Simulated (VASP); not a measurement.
A run of VASP 6.6.1:

POSCAR

```
MgCd3O4
1.0
    9.1908230000      0.0000000000      0.0000000000
    0.0000000000      9.1908230000      0.0000000000
    0.0000000000      0.0000000000      9.1908230000
O Cd Mg
32 24 8
Direct
    0.2486080000      0.9946920000      0.9824030000
    0.2481770000      0.9825960000      0.5128590000
    0.2469550000      0.5039640000      0.9822520000
    0.2375280000      0.5152720000      0.5111630000
    0.7499920000      0.9829630000      0.9993330000
    0.7528630000      0.9814010000      0.4999360000
    0.7520120000      0.5156190000      0.0117490000
    0.7634230000      0.5154210000      0.4910760000
    0.9980190000      0.2511380000      0.0004420000
    0.9996210000      0.2670270000      0.4991970000
    0.9833810000      0.7495590000      0.0024560000
    0.9974150000      0.7386630000      0.4973740000
    0.5017110000      0.2499940000      0.0016110000
    0.5016250000      0.2494170000      0.4978020000
    0.5140450000      0.7496930000      0.0164470000
    0.5055900000      0.7480090000      0.4868680000
    0.0018270000      0.0020770000      0.2507930000
    0.0156450000      0.0007580000      0.7485760000
    0.9914150000      0.5020000000      0.2627770000
    0.0121790000      0.5006160000      0.7363070000
    0.5001610000      0.9871940000      0.2496110000
    0.4833550000      0.9985980000      0.7491460000
    0.5114060000      0.5120110000      0.2516870000
    0.4830540000      0.4994090000      0.7484820000
    0.2527420000      0.2517820000      0.2494500000
    0.2500490000      0.2481590000      0.7468370000
    0.2660590000      0.7488740000      0.2639330000
    0.2509950000      0.7485420000      0.7363780000
    0.7487710000      0.2679180000      0.2503320000
    0.7486990000      0.2505110000      0.7504330000
    0.7386940000      0.7387870000      0.2519930000
    0.7464520000      0.7477390000      0.7445020000
    0.9996000000      0.9984100000      0.9979030000
    0.0013710000      0.9967940000      0.5012670000
    0.9987920000      0.5022990000      0.9995730000
    0.4994800000      0.9965530000      0.9992120000
    0.4989240000      0.9949270000      0.4998830000
    0.5009370000      0.5031250000      0.0010130000
    0.5001030000      0.5034190000      0.4994020000
    0.2498840000      0.2498300000      0.9954630000
    0.2484700000      0.2525830000      0.5016490000
    0.2527990000      0.7494190000      0.9991980000
    0.7499280000      0.2529110000      0.0021070000
    0.7522460000      0.2554920000      0.4984190000
    0.2522760000      0.9967220000      0.2521060000
    0.2504080000      0.5036850000      0.2541600000
    0.7489070000      0.9955600000      0.2503560000
    0.7494840000      0.9962070000      0.7496020000
    0.7520350000      0.5028210000      0.7484250000
    0.9990840000      0.2544480000      0.2512740000
    0.0024550000      0.2519070000      0.7480810000
    0.9981640000      0.7485290000      0.2520040000
    0.9997020000      0.7492390000      0.7478220000
    0.5021260000      0.2523920000      0.2498510000
    0.4968300000      0.2494840000      0.7495450000
    0.4988440000      0.7490360000      0.7484970000
    0.0000690000      0.5065530000      0.4998670000
    0.2495340000      0.7474370000      0.5014070000
    0.7468170000      0.7471110000      0.0111760000
    0.7495840000      0.7450430000      0.4942970000
    0.2495600000      0.9940380000      0.7457690000
    0.2465230000      0.5066710000      0.7433900000
    0.7505870000      0.5075880000      0.2537130000
    0.5047950000      0.7469190000      0.2534730000
```

The input INCAR.step1:

```
  ALGO = Normal
  EDIFF = 1E-5
  ENCUT = 660
  GGA = PE
  GGA_COMPAT = F
  ISMEAR = -1
  LASPH = T
  LCHARG = F
  LREAL = Auto
  LWAVE = T
  NBANDS = 286
  NELM = 120
  PREC = Accurate
  SIGMA = 0.05
```

Contents of INCAR.step2:

```
  ALGO = Normal
  EDIFF = 1E-6
  ENCUT = 660
  GGA_COMPAT = F
  ISIF = 2
  ISMEAR = -1
  ISTART = 1
  LASPH = T
  LCHARG = T
  LELF = T
  LMIXTAU = T
  LREAL = Auto
  LVHAR = T
  LWAVE = F
  METAGGA = R2SCAN
  NBANDS = 286
  NELM = 120
  PREC = Accurate
  SIGMA = 0.05
```

The input KPOINTS:

```
k-points
0
Gamma
  1 1 1
```

Potentials or basis: VASP PAW PBE potentials, release 64 (O, Cd, Mg).

The run is started by

```sh
$ cat potpaw_PBE.64/O/POTCAR potpaw_PBE.64/Cd/POTCAR potpaw_PBE.64/Mg/POTCAR > POTCAR
$ cp INCAR.step1 INCAR
$ mpirun -np 1 vasp_gam > vasp.out
$ cp INCAR.step2 INCAR
$ mpirun -np 1 vasp_gam > vasp.out
```

Hardware: 1 thread of Intel(R) Xeon(R) Platinum 8259CL CPU @ 2.50GHz (Skylake/Cascade Lake), with other jobs on the host.

Question: How long does it take, and how much memory?

Answer: Run time: 23 min on 1 thread of Intel(R) Xeon(R) Platinum 8259CL CPU @ 2.50GHz (Skylake/Cascade Lake) (shared host), peak memory 1.2 GiB. Counts: k points 1.
